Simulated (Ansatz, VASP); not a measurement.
## One calculation of Be, two programs

```
Be
1.0
     2.29950    0.00000    0.00000
    -1.14975    1.99143    0.00000
     0.00000    0.00000    3.60090
Be
2
Direct
  0.18269 0.36538 0.16669
  0.66667 0.33333 0.75000
```

Alike in both runs: task single point; functional PBEsol; k mesh 24 × 24 × 14; occupations gaussian, width 0.15 eV; no spin polarisation.

|  | VASP | Ansatz |
| --- | --- | --- |
| version | VASP 6.6.1 | Ansatz 0.2.0 |
| potentials or method | VASP PAW PBE potentials, release 64 (Be), cutoff 520 eV | scalar-relativistic, plane waves, PAW |
| valence electrons in the cell | 4 | 4 |

|  | VASP | Ansatz | Ansatz less VASP |
| --- | --- | --- | --- |
| gap on the k mesh at the Fermi level (eV) | none | none | - |
| pressure (GPa) | 5.8 | 5.4 | -0.37 |
| traceless stress, the component that is largest in VASP (GPa) | -20.88 | -20.69 | +0.195 |
| rms of the force components (eV/Å) | 1.706 | 1.685 | -0.0201 |

VASP's potentials were made for PBE, not for PBEsol. Atom by atom the forces differ by 0.020 eV/Å (rms over components). A gap of «none» marks a metal or a gap that the smearing closes.
